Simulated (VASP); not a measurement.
Here is a VASP 6.6.1 calculation.

File INCAR:

```
PREC = Accurate
ENCUT = 520
EDIFF = 1E-6
ISMEAR = 0
SIGMA = 0.15
LREAL = F
LASPH = T
NELM = 100
ALGO = Normal
ISIF = 2
LWAVE = F
LCHARG = F
GGA = PE
NBANDS = 26
```

KPOINTS

```
Automatic mesh
0
Gamma
  12 12 6
```

Contents of POSCAR:

```
CdInS2
1.0
    4.0863836495      0.0000000000      0.0000000000
   -2.0431918247      3.5389120501      0.0000000000
    0.0000000000      0.0000000000      6.1115953862
Cd In S
1 1 2
Direct
    0.0000000000      0.0000000000      0.0000000000
    0.0000000000      0.0000000000      0.5000000000
    0.6666666667      0.3333333333      0.7456400186
    0.3333333333      0.6666666667      0.2543599814
```

Potentials or basis: VASP PAW PBE potentials, release 64 (Cd, In_d, S).

Command:

```console
$ cat potpaw_PBE.64/Cd/POTCAR potpaw_PBE.64/In_d/POTCAR potpaw_PBE.64/S/POTCAR > POTCAR
$ mpirun -np 1 vasp_std > vasp.out
```

Task: What does it give for the pressure?

Result: 1.9 GPa.

Task: Estimate the largest force.

Result: 0.470 eV/Å.

Forces in eV/Å, atoms in the order of the input:
```
Cd   0.000  0.000  0.000
In   0.000  0.000  0.000
S    0.000  0.000  0.470
S    0.000  0.000 -0.470
```
